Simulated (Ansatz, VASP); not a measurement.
# Si in VASP and in Ansatz

```xyz
4
Lattice="-2.6290 0.0000 0.0000 -1.3145 -2.2768 0.0000 0.0000 0.0000 15.9752" Properties=species:S:1:pos:R:3 pbc="T T T"
Si    0.0000    0.0000    8.7283
Si    0.0000    0.0000    1.2469
Si    0.0000    0.0000    3.7407
Si    0.0000    0.0000    6.2345
```

Alike in both runs: task single point; functional r2SCAN; k mesh 26 × 26 × 6; occupations gaussian, width 0.15 eV; no spin polarisation.

```csv
,VASP,Ansatz
version,VASP 6.6.1,Ansatz 0.2.0
potentials or method,"VASP PAW PBE potentials, release 64 (Si), cutoff 520 eV","scalar-relativistic, plane waves, PAW"
valence electrons in the cell,16,16
```

|  | VASP | Ansatz | Ansatz less VASP |
| --- | --- | --- | --- |
| gap on the k mesh at the Fermi level (eV) | none | none | - |
| rms of the force components (eV/Å) | 0.084 | 0.082 | -0.0022 |

VASP's potentials were made for PBE, not for r2SCAN. Atom by atom the forces differ by 0.002 eV/Å (rms over components). A gap of «none» marks a metal or a gap that the smearing closes.
